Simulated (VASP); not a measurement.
A run of VASP 6.6.1:

File INCAR:

```
SYSTEM = Hf
PREC = Accurate
ENCUT = 520
EDIFF = 1E-8
ISMEAR = -1
SIGMA = 0.05
LREAL = .FALSE.
LASPH = .TRUE.
NELM = 60
ALGO = Normal
ISIF = 2
LWAVE = .FALSE.
LCHARG = .FALSE.
GGA = PE
LEFG = .TRUE.
NBANDS = 17
```

Contents of KPOINTS:

```
regular mesh
0
G
  13 13 7
  0 0 0
```

Contents of POSCAR:

```
Hf
1.0
    3.2073188631      0.0000000000      0.0000000000
   -1.6036594315      2.7776196135      0.0000000000
    0.0000000000      0.0000000000      5.0746034457
Hf
2
Direct
    0.3333333333      0.6666666667      0.2500000000
    0.6666666667      0.3333333333      0.7500000000
```

Potentials or basis: VASP PAW PBE potentials, release 64 (Hf_pv).

The run is started by

```bash
$ cat potpaw_PBE.64/Hf_pv/POTCAR > POTCAR
$ mpirun -np 1 vasp_std > vasp.out
```

Hardware: 1 thread of Intel Xeon 8259CL, on a shared host.

**Question.** How long does it take, and how much memory?

**Answer.** It took 56 s on 1 thread of Intel Xeon 8259CL, with other jobs on the host, peak memory 0.19 GiB. Counts: scf iterations 13, k points 84.
